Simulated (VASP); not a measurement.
# Ti (Im-3m) in VASP: a series of runs

Ti is run at these levels: PBE; tasks: single point.

All numbers are computed with VASP 6.6.1; they aren't measurements. Logs are shortened: lines on timing, memory, paths and dates and some standing lists are left out, and cuts for length are marked.

## Step 1: The cell of the first run

It takes space group Im-3m (No. 229, cubic). Conventional cell: a = 3.255 Å, b = 3.255 Å, c = 3.255 Å, α = 90.00°, β = 90.00°, γ = 90.00°. Ti (site symmetry m-3m) has 14 Ti at 2.82 to 3.26 Å within 3.7 Å.

This isn't the form of Ti at room conditions, which is hcp.

## Step 2: Single point, PBE, collinear spin (17.25 Å³/atom)

The input, INCAR:

```
SYSTEM = Ti
ALGO     = Normal         ! electronic algorithm
EDIFF    = 1E-7           ! SCF threshold, eV
ENCUT    = 520            ! plane-wave cutoff, eV
GGA      = PE             ! functional
ISIF     = 2              ! what is computed and relaxed
ISMEAR   = 0              ! smearing method
ISPIN    = 2              ! spin polarisation
LASPH    = .True.         ! aspherical terms in the spheres
LCHARG   = .True.         ! write CHGCAR
LELF     = .True.         ! ELF
LMAXMIX  = 4              ! l up to which the mixer works
LORBIT   = 11             ! projections on sites
LREAL    = .False.        ! projectors in reciprocal space
LVHAR    = .True.       
LWAVE    = .False.        ! write WAVECAR
MAGMOM   = 0.8            ! initial moments
NBANDS   = 16             ! bands
NELM     = 150            ! most SCF steps
NUPDOWN  = 0.8            ! fixed moment
PREC     = Accurate       ! precision mode
SIGMA    = 0.15           ! smearing width, eV
```

The input, KPOINTS:

```
k-points
0
Gamma
  22 22 22
  0 0 0
```

The input, POSCAR:

```
Ti
1.0
   -1.6277389706      1.6277389706      1.6277389706
    1.6277389706     -1.6277389706      1.6277389706
    1.6277389706      1.6277389706     -1.6277389706
Ti
1
Direct
    0.0000000000      0.0000000000      0.0000000000
```

Potentials or basis: VASP PAW PBE potentials, release 64 (Ti_sv).

The run is started by

```sh
cat potpaw_PBE.64/Ti_sv/POTCAR > POTCAR
mpirun -np 1 vasp_std > vasp.out
```

OUTCAR:

```text
SYSTEM = Ti
   EDIFF = 1E-7
   ENCUT = 520
   GGA = PE
   ISIF = 2
   ISMEAR = 0
   ISPIN = 2
   LASPH = .True.
   LORBIT = 11
   LREAL = .False.
   NELM = 150
   NUPDOWN = 0.8
   PREC = Accurate

 ion  position               nearest neighbor table
   1  0.000  0.000  0.000-

  LATTYP: Found a body centered cubic cell.
 ALAT       =     3.2554779412

  Lattice vectors:

 A1 = (  -1.6277389706,   1.6277389706,   1.6277389706)
 A2 = (   1.6277389706,  -1.6277389706,   1.6277389706)
 A3 = (   1.6277389706,   1.6277389706,  -1.6277389706)

Analysis of symmetry for initial positions (statically):
=====================================================================
 Subroutine PRICEL returns:
 Original cell was already a primitive cell.

 Routine SETGRP: Setting up the symmetry group for a
 body centered cubic supercell.

 Subroutine GETGRP returns: Found 48 space group operations
 (whereof 48 operations were pure point group operations)
 out of a pool of 48 trial point group operations.

The static configuration has the point symmetry O_h .

Analysis of symmetry for dynamics (positions and initial velocities):
=====================================================================
 Subroutine PRICEL returns:
 Original cell was already a primitive cell.

 Routine SETGRP: Setting up the symmetry group for a
 body centered cubic supercell.

 Subroutine GETGRP returns: Found 48 space group operations
 (whereof 48 operations were pure point group operations)
 out of a pool of 48 trial point group operations.

The dynamic configuration has the point symmetry O_h .

Analysis of structural, dynamic, and magnetic symmetry:
=====================================================================
 Subroutine PRICEL returns:
 Original cell was already a primitive cell.

 Routine SETGRP: Setting up the symmetry group for a
 body centered cubic supercell.

 Subroutine GETGRP returns: Found 48 space group operations
 (whereof 48 operations were pure point group operations)
 out of a pool of 48 trial point group operations.

The overall configuration has the point symmetry O_h .

 Subroutine INISYM returns: Found 48 space group operations
 (whereof 48 operations are pure point group operations),
 and found     1 'primitive' translations

----------------------------------------------------------------------------------------

                                     Primitive cell

  volume of cell :      17.2510

  direct lattice vectors                    reciprocal lattice vectors
    -1.627738971  1.627738971  1.627738971     0.000000000  0.307174559  0.307174559
     1.627738971 -1.627738971  1.627738971     0.307174559  0.000000000  0.307174559
     1.627738971  1.627738971 -1.627738971     0.307174559  0.307174559  0.000000000

  length of vectors
     2.819326599  2.819326599  2.819326599     0.434410427  0.434410427  0.434410427

  position of ions in fractional coordinates (direct lattice)
     0.000000000  0.000000000  0.000000000

  ion indices of the primitive-cell ions
   primitive index   ion index
                 1           1

----------------------------------------------------------------------------------------

 KPOINTS: k-points

Automatic generation of k-mesh.
 Grid dimensions read from file:
 generate k-points for:   22   22   22

 Generating k-lattice:

  Cartesian coordinates                     Fractional coordinates (reciprocal lattice)
     0.000000000  0.013962480  0.013962480     0.045454545  0.000000000  0.000000000
     0.013962480  0.000000000  0.013962480     0.000000000  0.045454545  0.000000000
     0.013962480  0.013962480  0.000000000     0.000000000  0.000000000  0.045454545

  Length of vectors
     0.019745928  0.019745928  0.019745928

  Shift w.r.t. Gamma in fractional coordinates (k-lattice)
     0.000000000  0.000000000  0.000000000

 Subroutine IBZKPT returns following result:
 ===========================================

 Found    328 irreducible k-points:

 Following reciprocal coordinates:
            Coordinates               Weight
  0.000000  0.000000  0.000000      1.000000
  0.045455  0.000000  0.000000     12.000000
  0.090909  0.000000  0.000000     12.000000
  0.136364  0.000000  0.000000     12.000000
  0.181818  0.000000  0.000000     12.000000
  0.227273  0.000000  0.000000     12.000000
[... 16 lines left out ...]
  0.090909  0.090909  0.000000     24.000000
  0.136364  0.090909 -0.000000     48.000000
 [... further k-points ...]
   k-points           NKPTS =    328   k-points in BZ     NKDIM =    328   number of bands    NBANDS=     16
   number of dos      NEDOS =    301   number of ions     NIONS =      1
   total plane-waves  NPLWV =  13824
   dimension x,y,z NGX =    24 NGY =   24 NGZ =   24
   dimension x,y,z NGXF=    48 NGYF=   48 NGZF=   48
   ions per type =               1
   NGX,Y,Z   is equivalent  to a cutoff of  14.15, 14.15, 14.15 a.u.
   NGXF,Y,Z  is equivalent  to a cutoff of  28.30, 28.30, 28.30 a.u.
 SYSTEM =  Ti
   PREC   = accura    normal or accurate (medium, high low for compatibility)
   ISTART =      0    job   : 0-new  1-cont  2-samecut
   ICHARG =      2    charge: 1-file 2-atom 10-const
   ISPIN  =      2    spin polarized calculation?
   LNONCOLLINEAR =      F non collinear calculations
   LSORBIT =      F    spin-orbit coupling
   LASPH  =      T    aspherical Exc in radial PAW
   ENCUT  =  520.0 eV  38.22 Ry    6.18 a.u.   5.24  5.24  5.24*2*pi/ulx,y,z
   NELM   =    150;   NELMIN=  2; NELMDL= -5     # of ELM steps
   EDIFF  = 0.1E-06   stopping-criterion for ELM
   LREAL  =      F    real-space projection
   EDIFFG = 0.1E-05   stopping-criterion for IOM
   NSW    =      0    number of steps for IOM
   IBRION =     -1    ionic relax: 0-MD 1-quasi-New 2-CG
   NFREE  =      0    steps in history (QN), initial steepest desc. (CG)
   ISIF   =      2    stress and relaxation
   ISYM   =      2    0-nonsym 1-usesym 2-fastsym
   POTIM  = 0.5000    time-step for ionic-motion
   TEBEG  =    0.0;   TEEND  =   0.0 temperature during run
   PSTRESS=    0.0 pullay stress
   NELECT =      12.0000    total number of electrons
   NUPDOWN=       0.8000    fix difference up-down
   EMIN   =  10.00;   EMAX   =-10.00  energy-range for DOS
   EFERMI =   0.00;   METHOD = LEGACY
   ISMEAR =     0;   SIGMA  =   0.15  broadening in eV -4-tet -1-fermi 0-gaus
   EFERMI_NEDOS =   21; number of points for ismear=-14 and -15
   IALGO  =     38    algorithm
   IMIX   =      4    mixing-type and parameters
     AMIX     =   0.40;   BMIX     =  1.00
     AMIX_MAG =   1.60;   BMIX_MAG =  1.00
  volume/ion in A,a.u.               =      17.25       116.42
  Fermi-wavevector in a.u.,A,eV,Ry     =   1.450543  2.741128 28.627662  2.104074
  Thomas-Fermi vector in A             =   2.568143
   LORBIT       =     11    0 simple, 1 ext, 2 COOP (PROOUT), +10 PAW based schemes
   GGA     = PE    functional components
   LHFCALC =     F    Hartree Fock is set to
   AEXX    =    0.0000 exact exchange contribution
   IVDW    =     0    specifies the selected vdW correction
   LEPSILON=     F    determine dielectric tensor
   LRPA    =     F    only Hartree local field effects (RPA)
 spin polarized calculation
 Gauss-broadening in eV      SIGMA  =   0.15
  energy-cutoff  :      520.00
  volume of cell :       17.25
 maximum number of plane-waves:       476
 NGX is ok and might be reduce to    24
   NGX = 11   NGY = 11   NGZ = 11

 number of electron      11.9999997 magnetization       0.8000000

 Free energy of the ion-electron system (eV)
  ---------------------------------------------------
  ext. energy  EPLUGINS =         0.00000000
  ---------------------------------------------------
  free energy    TOTEN  =        -7.72084266 eV

  energy without entropy =       -7.69486297  energy(sigma->0) =       -7.70785281

 E-fermi :   8.1356     XC(G=0): -11.5127

 val. band max:        8.2137609706   @ k =  -0.4091   0.4091   0.0909
 cond. band min:       8.1357514480   @ k =   0.3636   0.2727   0.0000
 fundamental gap:     -0.0780095226
 Fermi energy:         8.2139020895

 spin component 1

 k-point     1 :       0.0000    0.0000    0.0000
  band No.  band energies     occupation
      1     -48.5933      1.00000
      2     -24.4418      1.00000
      3     -24.4418      1.00000
      4     -24.4418      1.00000
      5       1.9108      1.00000
      6       8.8318      0.00000
[... 8 lines left out ...]
     15      31.4814      0.00000
     16      34.9448      0.00000
[... 419 lines left out ...]
 k-point    24 :       0.1364    0.0909   -0.0000
  band No.  band energies     occupation
      1     -48.5475      1.00000
      2     -24.6804      1.00000
      3     -24.5037      1.00000
      4     -24.4601      1.00000
      5       3.1773      1.00000
      6       8.3625      0.08057
[... 8 lines left out ...]
     15      30.1237      0.00000
     16      32.2560      0.00000

 [... further k-points ...]

 spin component 2

 k-point     1 :       0.0000    0.0000    0.0000
  band No.  band energies     occupation
      1     -48.0972      1.00000
      2     -23.9472      1.00000
      3     -23.9472      1.00000
      4     -23.9472      1.00000
      5       2.4925      1.00000
      6       9.5087      0.00000
[... 8 lines left out ...]
     15      31.8367      0.00000
     16      35.6069      0.00000
[... 419 lines left out ...]
 k-point    24 :       0.1364    0.0909   -0.0000
  band No.  band energies     occupation
      1     -48.0519      1.00000
      2     -24.1826      1.00000
      3     -24.0080      1.00000
      4     -23.9655      1.00000
      5       3.7577      1.00000
      6       9.0302      0.00000
[... 8 lines left out ...]
     15      30.5976      0.00000
     16      32.8975      0.00000

 [... further k-points ...]

------------------------ aborting loop because EDIFF is reached ----------------------------------------

  FORCE on cell =-STRESS in cart. coord.  units (eV):
  Direction    XX          YY          ZZ          XY          YZ          ZX
  --------------------------------------------------------------------------------------
  -------------------------------------------------------------------------------------
  Total        0.1442487      0.1442487      0.1442487      0.0000000     -0.0000000      0.0000000
  in kB       13.3970158     13.3970158     13.3970158      0.0000000     -0.0000000      0.0000000
  external PRESSURE =      13.3970158 kB  Pullay stress =       0.0000000 kB

 VOLUME and BASIS-vectors are now :
 -----------------------------------------------------------------------------
  energy-cutoff  :      520.00
  volume of cell :       17.25
      direct lattice vectors                 reciprocal lattice vectors
    -1.627738971  1.627738971  1.627738971     0.000000000  0.307174559  0.307174559
     1.627738971 -1.627738971  1.627738971     0.307174559  0.000000000  0.307174559
     1.627738971  1.627738971 -1.627738971     0.307174559  0.307174559  0.000000000

 POSITION                                       TOTAL-FORCE (eV/Angst)
 -----------------------------------------------------------------------------------
      0.00000      0.00000      0.00000         0.000000      0.000000     -0.000000
 -----------------------------------------------------------------------------------
    total drift:                               -0.000000      0.000000      0.000000

  FREE ENERGIE OF THE ION-ELECTRON SYSTEM (eV)
  ---------------------------------------------------
  free  energy   TOTEN  =        -7.7208426574 eV

  energy  without entropy=       -7.6948629723  energy(sigma->0) =       -7.70785281

 total charge

# of ion       s       p       d       tot
------------------------------------------
    1        2.245   6.116   1.911  10.272

 magnetization (x)

# of ion       s       p       d       tot
------------------------------------------
    1        0.004   0.045   0.512   0.562
```

It took 1.7 min on 1 thread of AMD EPYC 9R45 (Zen 5), shared host; peak memory 0.22 GiB.

Results:

```yaml
Free_energy: -7.7208 eV
Pressure: 1.3 GPa
Net_moment: 0.80 μB per cell
Site_moments: Ti +0.56 μB
Valence_electrons_inside_the_program's_atomic_spheres: Ti 10.27
```

Caveat: the total moment is fixed, so each spin has its own Fermi level and the state may be an excited one.

## Step 3: Single point, PBE, collinear spin (17.25 Å³/atom)

The input, INCAR:

```
SYSTEM = Ti
ALGO = Normal
EDIFF = 1E-7
ENCUT = 520
GGA = PE
ISIF = 2
ISMEAR = 0
ISPIN = 2
LASPH = .TRUE.
LCHARG = .FALSE.
LMAXMIX = 4
LORBIT = 11
LREAL = .FALSE.
LWAVE = .FALSE.
MAGMOM = 0.5
NBANDS = 16
NELM = 150
NUPDOWN = 0.5
PREC = Accurate
SIGMA = 0.15
```

The input, KPOINTS:

```
k-points
0
G
  22 22 22
  0 0 0
```

POSCAR is that of step 2.

Potentials or basis: VASP PAW PBE potentials, release 64 (Ti_sv).

The run is started by

```sh
cat potpaw_PBE.64/Ti_sv/POTCAR > POTCAR
mpirun -np 1 vasp_std > vasp.out
```

Wall time 1.7 min (1 thread of AMD EPYC 9R45 (Zen 5), shared host); peak memory 0.22 GiB.

Results (log left out):

| Property | Result |
| --- | --- |
| Free energy | -7.7305 eV |
| Pressure | 0.5 GPa |
| Net moment | 0.50 μB per cell |
| Site moments | Ti +0.35 μB |
| Valence electrons inside the program's atomic spheres | Ti 10.27 |

Caveat: the total moment is fixed, so each spin has its own Fermi level and the state may be an excited one.

## Step 4: Single point, PBE, collinear spin (17.25 Å³/atom)

The input, INCAR:

```
PREC = Accurate
ENCUT = 520
EDIFF = 1E-6
ISMEAR = 0
SIGMA = 0.15
LREAL = F
LASPH = T
NELM = 150
ALGO = Normal
ISIF = 2
LWAVE = F
LCHARG = F
ISPIN = 2
MAGMOM = 0.7
LORBIT = 11
NUPDOWN = 0.7
LMAXMIX = 4
GGA = PE
NBANDS = 16
```

The input, KPOINTS:

```
regular mesh
0
Gamma
  22 22 22
```

POSCAR is that of step 3.

The run is started by

```sh
cat potpaw_PBE.64/Ti_sv/POTCAR > POTCAR
mpirun -np 1 vasp_std > vasp.out
```

It took 87 s on 1 thread of AMD EPYC 9R45 (Zen 5), shared host; peak memory 0.22 GiB.

It converged, with:

| Quantity | Value |
| --- | --- |
| Free energy | -7.7245 eV |
| Pressure | 1.0 GPa |
| Net moment | 0.70 μB per cell |
| Site moments | Ti +0.49 μB |
| Valence electrons inside the program's atomic spheres | Ti 10.27 |

Caveat: the total moment is fixed, so each spin has its own Fermi level and the state may be an excited one.

## Step 5: Single point, PBE, collinear spin (17.25 Å³/atom)

The input, INCAR:

```
PREC     = Accurate       # precision mode
ENCUT    = 520            # plane-wave cutoff, eV
EDIFF    = 1E-6           # SCF threshold, eV
ISMEAR   = 0              # smearing method
SIGMA    = 0.15           # smearing width, eV
LREAL    = F              # projectors in reciprocal space
LASPH    = T              # aspherical terms in the spheres
NELM     = 150            # most SCF steps
ALGO     = Normal         # electronic algorithm
ISIF     = 2              # what is computed and relaxed
LWAVE    = F              # write WAVECAR
LCHARG   = F              # write CHGCAR
ISPIN    = 2              # spin polarisation
MAGMOM   = 0.3            # initial moments
LORBIT   = 11             # projections on sites
NUPDOWN  = 0.3            # fixed moment
LMAXMIX  = 4              # l up to which the mixer works
GGA      = PE             # functional
NBANDS   = 16             # bands
```

KPOINTS is that of step 4.

POSCAR is that of step 4.

The run is started by

```sh
cat potpaw_PBE.64/Ti_sv/POTCAR > POTCAR
mpirun -np 1 vasp_std > vasp.out
```

It took 85 s on 1 thread of AMD EPYC 9R45 (Zen 5), shared host; peak memory 0.22 GiB.

It converged, with:

```
Free energy                                           : -7.7348 eV
Pressure                                              : 0.1 GPa
Net moment                                            : 0.30 μB per cell
Site moments                                          : Ti +0.21 μB
Valence electrons inside the program's atomic spheres : Ti 10.27
```

Caveat: the total moment is fixed, so each spin has its own Fermi level and the state may be an excited one.

## Step 6: Single point, PBE, collinear spin (14.15 Å³/atom)

This run uses another cell than the first one, of 14.15 Å³/atom.

The input, INCAR:

```
SYSTEM = Ti
ALGO = Fast
EDIFF = 1E-7
ENCUT = 520
GGA = PE
ISIF = 2
ISMEAR = 0
ISPIN = 2
LASPH = .True.
LCHARG = .False.
LMAXMIX = 4
LORBIT = 11
LREAL = .False.
LWAVE = .False.
MAGMOM = 0.2
NBANDS = 16
NELM = 150
NUPDOWN = 0.2
PREC = Accurate
SIGMA = 0.15
```

The input, KPOINTS:

```
k-points
0
Gamma
  22 22 22
  0 0 0
```

The input, POSCAR:

```
Ti
1.0
   -1.5235541254      1.5235541254      1.5235541254
    1.5235541254     -1.5235541254      1.5235541254
    1.5235541254      1.5235541254     -1.5235541254
Ti
1
Direct
    0.0000000000      0.0000000000      0.0000000000
```

Potentials or basis: VASP PAW PBE potentials, release 64 (Ti_sv).

The run is started by

```sh
cat potpaw_PBE.64/Ti_sv/POTCAR > POTCAR
mpirun -np 1 vasp_std > vasp.out
```

Wall time 2.9 min (1 thread of Intel Xeon 8259CL, shared host); peak memory 0.22 GiB.

Results (log left out):

* Free energy: -7.4935 eV
* Pressure: 28.7 GPa
* Net moment: 0.20 μB per cell
* Site moments: Ti +0.15 μB
* Valence electrons inside the program's atomic spheres: Ti 10.56

Caveat: the cell stands under pressure; the total moment is fixed, so each spin has its own Fermi level and the state may be an excited one.

## Step 7: Overview

| fixed moment (μB) | cell | pressure (GPa) | moment (μB) |
| --- | --- | --- | --- |
| 0.8 | a = 2.819 Å, angles 109.5°, 1 atom | 1.3 | 0.80 |
| 0.5 | a = 2.819 Å, angles 109.5°, 1 atom | 0.5 | 0.50 |
| 0.7 | a = 2.819 Å, angles 109.5°, 1 atom | 1.0 | 0.70 |
| 0.3 | a = 2.819 Å, angles 109.5°, 1 atom | 0.1 | 0.30 |
| 0.2 | a = 2.639 Å, angles 109.5°, 1 atom | 28.7 | 0.20 |

Alike in all rows: task single point; level PBE; potentials or basis VASP PAW PBE potentials, release 64 (Ti_sv); spin collinear; k mesh 22 × 22 × 22; cutoff (eV) 520; smearing gaussian 0.15 eV.

Caveats: the total moment is fixed, so each spin has its own Fermi level and the state may be an excited one; the cell stands under pressure (at least some runs).

Total energies depend on the potentials used, so only differences within one code and one set of settings carry meaning.
